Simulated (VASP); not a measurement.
# Be16C (a cell with a defect) in VASP: single point with PBE

Aim: the single point of Be16C (a cell with a defect) with PBE.

Everything below comes from runs of VASP 6.6.1. Logs are shortened: lines on timing, memory, paths and dates and some standing lists are left out, and cuts for length are marked.

## 1. The cell of the first run

The cell holds a defect, 17 atoms: a = 4.580 Å, b = 3.966 Å, c = 7.177 Å, α = 90.00°, β = 90.00°, γ = 90.00°.

## 2. Single point, PBE

Contents of INCAR:

```
ALGO     = Normal         # electronic algorithm
EDIFF    = 1E-7           # SCF threshold, eV
ENCUT    = 520            # plane-wave cutoff, eV
GGA      = PE             # functional
ISIF     = 2              # what is computed and relaxed
ISMEAR   = 0              # smearing method
LASPH    = T              # aspherical terms in the spheres
LCHARG   = T              # write CHGCAR
LELF     = T              # ELF
LREAL    = Auto         
LVHAR    = T            
LWAVE    = F              # write WAVECAR
NBANDS   = 32             # bands
NELM     = 100            # most SCF steps
PREC     = Accurate       # precision mode
SIGMA    = 0.05           # smearing width, eV
```

Contents of KPOINTS:

```
k-points
0
Gamma
  5 6 4
```

Contents of POSCAR:

```
Be16C
1.0
   -2.2900000000     -3.9663960000      0.0000000000
    3.4350000000     -1.9831980000      0.0000000000
    0.0000000000      0.0000000000      7.1768600000
Be C
16 1
Direct
    0.7802405401      0.5338302291      0.0037956711
    0.5036422158      0.3318304728      0.2561120044
    0.7234853430      0.5335753815      0.4937454541
    0.5529110452      0.3663753402      0.7728076067
    0.5168335210     -0.0037779438      0.0015272696
    0.2507441158      0.8321723509      0.2517039485
    0.4893348392      0.0095629641      0.5219006641
    0.2455045732      0.7451407489      0.7528038724
    0.2730788796      0.4813649591      0.0095788409
   -0.0035408685      0.3326644574      0.2444275073
    0.2296305892      0.4786134059      0.4951958099
   -0.0569315351      0.3594310872      0.7253824096
    0.0103990221      0.0128697993     -0.0202206815
    0.7497925987      0.8409551823      0.2488896258
   -0.0184241710     -0.0035444983      0.4964216942
    0.7505435003      0.8237282724      0.7494345717
    0.2497763130      0.1627518943      0.7505332416
```

Potentials or basis: VASP PAW PBE potentials, release 64 (Be, C).

Command:

```console
$ cat potpaw_PBE.64/Be/POTCAR potpaw_PBE.64/C/POTCAR > POTCAR
$ mpirun -np 1 vasp_std > vasp.out
```

OUTCAR:

```text
EDIFF = 1E-7
   ENCUT = 520
   GGA = PE
   ISIF = 2
   ISMEAR = 0
   LASPH = T
   LREAL = Auto
   NELM = 100
   PREC = Accurate

 ion  position               nearest neighbor table
   1  0.780  0.534  0.004-   4 2.07  14 2.14  10 2.14  16 2.16  13 2.18   5 2.20  12 2.24   9 2.27
                            13 2.33   9 2.33   2 2.35
   2  0.504  0.332  0.256-   3 2.14   9 2.14  11 2.20  14 2.25  10 2.26   5 2.26   6 2.30   7 2.30
                             6 2.30  14 2.31  10 2.32   1 2.35
   3  0.723  0.534  0.494-  12 2.06   2 2.14  14 2.14  16 2.17   7 2.18  15 2.18   4 2.25  11 2.27
                            10 2.32  11 2.33   7 2.35
   4  0.553  0.366  0.773-  17 1.61  12 1.82  16 2.03   8 2.06   1 2.07   9 2.18   5 2.21   3 2.25
                             7 2.31  16 2.34
   5  0.517  0.996  0.002-  14 2.16   1 2.20   4 2.21  16 2.21   9 2.23   2 2.26   6 2.27  13 2.27
                            13 2.33   9 2.33
   6  0.251  0.832  0.252-   9 2.23  15 2.24  11 2.24   5 2.27  14 2.29  14 2.29   2 2.30   2 2.30
                            10 2.30  10 2.30   7 2.33  13 2.35
   7  0.489  0.010  0.522-  17 2.07  16 2.15   3 2.18  11 2.22   8 2.26  15 2.26   2 2.30   4 2.31
                            15 2.33   6 2.33   3 2.35
   8  0.246  0.745  0.753-  17 1.66   4 2.06  12 2.07   9 2.12  11 2.13  13 2.22   7 2.26  16 2.29
                            16 2.33
   9  0.273  0.481  0.010-   8 2.12   2 2.14   4 2.18  10 2.19  13 2.22   5 2.23   6 2.23   1 2.27
                             5 2.33   1 2.33
  10  0.996  0.333  0.244-   1 2.14  11 2.17   9 2.19  15 2.25  14 2.25   2 2.26  13 2.28   6 2.30
                             6 2.30  14 2.31   3 2.32   2 2.32
  11  0.230  0.479  0.495-   8 2.13  12 2.16  10 2.17   2 2.20   7 2.22  17 2.22  15 2.22   6 2.24
                             3 2.27   3 2.33  15 2.35
  12  0.943  0.359  0.725-  17 1.62   4 1.82  16 2.05   3 2.06   8 2.07  11 2.16  15 2.19   1 2.24
                            13 2.31  16 2.31
  13  0.010  0.013  0.980-  17 2.06  16 2.17   1 2.18   8 2.22   9 2.22   5 2.27  10 2.28  12 2.31
                             5 2.33   1 2.33   6 2.35  14 2.37
  14  0.750  0.841  0.249-   3 2.14   1 2.14  15 2.16   5 2.16   2 2.25  10 2.25   6 2.29   6 2.29
                            10 2.31   2 2.31  13 2.37
  15  0.982  0.996  0.496-  14 2.16   3 2.18  12 2.19  16 2.21  11 2.22   6 2.24  10 2.25   7 2.26
                             7 2.33  11 2.35
  16  0.751  0.824  0.749-   4 2.03  12 2.05   7 2.15   1 2.16   3 2.17  13 2.17  15 2.21   5 2.21
                             8 2.29  12 2.31   8 2.33   4 2.34
  17  0.250  0.163  0.751-   4 1.61  12 1.62   8 1.66  13 2.06   7 2.07  11 2.22

  LATTYP: Found a simple orthorhombic cell.
 ALAT       =     3.9663962620
 B/A-ratio  =     1.1547004875
 C/A-ratio  =     1.8094157835

  Lattice vectors:

 A1 = (  -3.4350000000,   1.9831980000,   0.0000000000)
 A2 = (  -2.2900000000,  -3.9663960000,   0.0000000000)
 A3 = (   0.0000000000,   0.0000000000,   7.1768600000)

Analysis of symmetry for initial positions (statically):
=====================================================================
 Subroutine PRICEL returns:
 Original cell was already a primitive cell.

 Routine SETGRP: Setting up the symmetry group for a
 simple orthorhombic supercell.

 Subroutine GETGRP returns: Found  1 space group operations
 (whereof  1 operations were pure point group operations)
 out of a pool of  8 trial point group operations.

The static configuration has the point symmetry C_1 .

Analysis of symmetry for dynamics (positions and initial velocities):
=====================================================================
 Subroutine PRICEL returns:
 Original cell was already a primitive cell.

 Routine SETGRP: Setting up the symmetry group for a
 simple orthorhombic supercell.

 Subroutine GETGRP returns: Found  1 space group operations
 (whereof  1 operations were pure point group operations)
 out of a pool of  8 trial point group operations.

The dynamic configuration has the point symmetry C_1 .

 Subroutine INISYM returns: Found  1 space group operations
 (whereof  1 operations are pure point group operations),
 and found     1 'primitive' translations

----------------------------------------------------------------------------------------

                                     Primitive cell

  volume of cell :     130.3755

  direct lattice vectors                    reciprocal lattice vectors
    -2.290000000 -3.966396000  0.000000000    -0.109170306 -0.189088533  0.000000000
     3.435000000 -1.983198000  0.000000000     0.218340611 -0.126059022  0.000000000
     0.000000000  0.000000000  7.176860000     0.000000000  0.000000000  0.139336702
[... 55 lines left out ...]
     0.036390102 -0.021009837  0.000000000    -0.000000000  0.166666667  0.000000000
     0.000000000  0.000000000  0.034834175     0.000000000  0.000000000  0.250000000

  Length of vectors
     0.043668125  0.042019671  0.034834175

  Shift w.r.t. Gamma in fractional coordinates (k-lattice)
     0.000000000  0.000000000  0.000000000

 Subroutine IBZKPT returns following result:
 ===========================================

 Found     62 irreducible k-points:

 Following reciprocal coordinates:
            Coordinates               Weight
  0.000000  0.000000  0.000000      1.000000
  0.200000  0.000000  0.000000      2.000000
  0.400000  0.000000  0.000000      2.000000
  0.000000  0.166667  0.000000      2.000000
  0.200000  0.166667  0.000000      2.000000
 -0.200000  0.166667  0.000000      2.000000
[... 16 lines left out ...]
  0.000000  0.166667 -0.250000      2.000000
  0.200000  0.166667  0.250000      2.000000
 [... further k-points ...]
   k-points           NKPTS =     62   k-points in BZ     NKDIM =     62   number of bands    NBANDS=     32
   number of dos      NEDOS =    301   number of ions     NIONS =     17
   total plane-waves  NPLWV =  58320
   dimension x,y,z NGX =    36 NGY =   30 NGZ =   54
   dimension x,y,z NGXF=    72 NGYF=   60 NGZF=  108
   ions per type =              16   1
   NGX,Y,Z   is equivalent  to a cutoff of  13.07, 12.57, 12.51 a.u.
   NGXF,Y,Z  is equivalent  to a cutoff of  26.13, 25.15, 25.02 a.u.
 SYSTEM =  unknown system
   PREC   = accura    normal or accurate (medium, high low for compatibility)
   ISTART =      0    job   : 0-new  1-cont  2-samecut
   ICHARG =      2    charge: 1-file 2-atom 10-const
   ISPIN  =      1    spin polarized calculation?
   LNONCOLLINEAR =      F non collinear calculations
   LSORBIT =      F    spin-orbit coupling
   LASPH  =      T    aspherical Exc in radial PAW
   ENCUT  =  520.0 eV  38.22 Ry    6.18 a.u.   8.52  7.37 13.34*2*pi/ulx,y,z
   NELM   =    100;   NELMIN=  2; NELMDL= -5     # of ELM steps
   EDIFF  = 0.1E-06   stopping-criterion for ELM
   LREAL  =      T    real-space projection
   EDIFFG = 0.1E-05   stopping-criterion for IOM
   NSW    =      0    number of steps for IOM
   IBRION =     -1    ionic relax: 0-MD 1-quasi-New 2-CG
   NFREE  =      0    steps in history (QN), initial steepest desc. (CG)
   ISIF   =      2    stress and relaxation
   ISYM   =      2    0-nonsym 1-usesym 2-fastsym
   POTIM  = 0.5000    time-step for ionic-motion
   TEBEG  =    0.0;   TEEND  =   0.0 temperature during run
   PSTRESS=    0.0 pullay stress
   NELECT =      36.0000    total number of electrons
   NUPDOWN=      -1.0000    fix difference up-down
   EMIN   =  10.00;   EMAX   =-10.00  energy-range for DOS
   EFERMI =   0.00;   METHOD = LEGACY
   ISMEAR =     0;   SIGMA  =   0.05  broadening in eV -4-tet -1-fermi 0-gaus
   EFERMI_NEDOS =   21; number of points for ismear=-14 and -15
   IALGO  =     38    algorithm
   IMIX   =      4    mixing-type and parameters
     AMIX     =   0.40;   BMIX     =  1.00
     AMIX_MAG =   1.60;   BMIX_MAG =  1.00
  volume/ion in A,a.u.               =       7.67        51.75
  Fermi-wavevector in a.u.,A,eV,Ry     =   1.066049  2.014540 15.462471  1.136460
  Thomas-Fermi vector in A             =   2.201620
   LORBIT       =      0    0 simple, 1 ext, 2 COOP (PROOUT), +10 PAW based schemes
   GGA     = PE    functional components
   LHFCALC =     F    Hartree Fock is set to
   AEXX    =    0.0000 exact exchange contribution
   IVDW    =     0    specifies the selected vdW correction
   LEPSILON=     F    determine dielectric tensor
   LRPA    =     F    only Hartree local field effects (RPA)
 non-spin polarized calculation
 Gauss-broadening in eV      SIGMA  =   0.05
  energy-cutoff  :      520.00
  volume of cell :      130.38
 maximum number of plane-waves:      3532
 NGX is ok and might be reduce to    36
   NGX = 17   NGY = 15   NGZ = 27

 number of electron      36.0000000 magnetization

 Free energy of the ion-electron system (eV)
  ---------------------------------------------------
  ext. energy  EPLUGINS =         0.00000000
  ---------------------------------------------------
  free energy    TOTEN  =       -64.32087911 eV

  energy without entropy =      -64.31582504  energy(sigma->0) =      -64.31835208

 E-fermi :   7.4466     XC(G=0): -10.7586

 val. band max:        7.4419188411   @ k =   0.4000  -0.1667  -0.2500
 cond. band min:       7.4523780700   @ k =  -0.2000   0.3333   0.0000
 fundamental gap:      0.0104592288
 Fermi energy:         7.4465726967

 k-point     1 :       0.0000    0.0000    0.0000
  band No.  band energies     occupation
      1      -6.5134      2.00000
      2      -2.9701      2.00000
      3      -2.3400      2.00000
      4      -0.4907      2.00000
      5       0.1116      2.00000
      6       0.9929      2.00000
[... 781 lines left out ...]
     29      12.2103      0.00000
     30      12.7515      0.00000

 [... further k-points ...]

 [bands above 30 left out]

------------------------ aborting loop because EDIFF is reached ----------------------------------------

  FORCE on cell =-STRESS in cart. coord.  units (eV):
  Direction    XX          YY          ZZ          XY          YZ          ZX
  --------------------------------------------------------------------------------------
  -------------------------------------------------------------------------------------
  Total        8.8327930     11.4789912     -0.0237625      2.5714671     -5.3380789     -2.9767045
  in kB      108.5456968    141.0646780     -0.2920158     31.6006148    -65.5993522    -36.5805545
  external PRESSURE =      83.1061197 kB  Pullay stress =       0.0000000 kB

 VOLUME and BASIS-vectors are now :
 -----------------------------------------------------------------------------
  energy-cutoff  :      520.00
  volume of cell :      130.38
      direct lattice vectors                 reciprocal lattice vectors
    -2.290000000 -3.966396000  0.000000000    -0.109170306 -0.189088533  0.000000000
     3.435000000 -1.983198000  0.000000000     0.218340611 -0.126059022  0.000000000
     0.000000000  0.000000000  7.176860000     0.000000000  0.000000000  0.139336702

 POSITION                                       TOTAL-FORCE (eV/Angst)
 -----------------------------------------------------------------------------------
      0.04696     -4.15343      0.02724        -0.000745     -0.001741      0.008985
     -0.01350     -2.65573      1.83808        -0.004001     -0.008680      0.012006
      0.17605     -3.92781      3.54354        -0.000836      0.012012     -0.006967
     -0.00767     -2.91966      5.54633        -0.006286     -0.024732      0.013792
      2.23847     -4.02567      0.01096         0.008759      0.007599      0.002428
      2.28431     -2.64491      1.80644         0.007160     -0.003144     -0.007808
[... 9 lines left out ...]
      1.11076     -4.61057      5.37859        -0.002263      0.004654     -0.011691
     -0.01293     -1.31348      5.38647        -0.007002      0.010010     -0.017037
 -----------------------------------------------------------------------------------
    total drift:                               -0.000418     -0.001818     -0.003411

  FREE ENERGIE OF THE ION-ELECTRON SYSTEM (eV)
  ---------------------------------------------------
  free  energy   TOTEN  =       -64.3208791086 eV

  energy  without entropy=      -64.3158250448  energy(sigma->0) =      -64.31835208
```

Wall time 7.7 min (1 thread of Intel Xeon Platinum 8259CL at 2.50GHz (Skylake/Cascade Lake), shared host); peak memory 0.32 GiB.

What came out:

| Item | Value |
| --- | --- |
| Free energy | -64.3209 eV |
| Pressure | 8.3 GPa |
| Largest force | 0.031 eV/Å |
| Band gap on the k mesh | zero (bands 18 and 19 overlap by 0.58 eV) |

Forces in eV/Å, atoms in the order of the input:
```
Be  -0.001 -0.002  0.009
Be  -0.004 -0.009  0.012
Be  -0.001  0.012 -0.007
Be  -0.006 -0.025  0.014
Be   0.009  0.008  0.002
Be   0.007 -0.003 -0.008
Be   0.003  0.008 -0.005
Be  -0.017 -0.007 -0.005
Be   0.004  0.004 -0.015
Be   0.002 -0.016 -0.003
Be  -0.009  0.011 -0.001
Be   0.029  0.008  0.007
Be  -0.003  0.010  0.004
Be  -0.003 -0.010  0.022
Be  -0.002 -0.003  0.002
Be  -0.002  0.005 -0.012
C   -0.007  0.010 -0.017
```
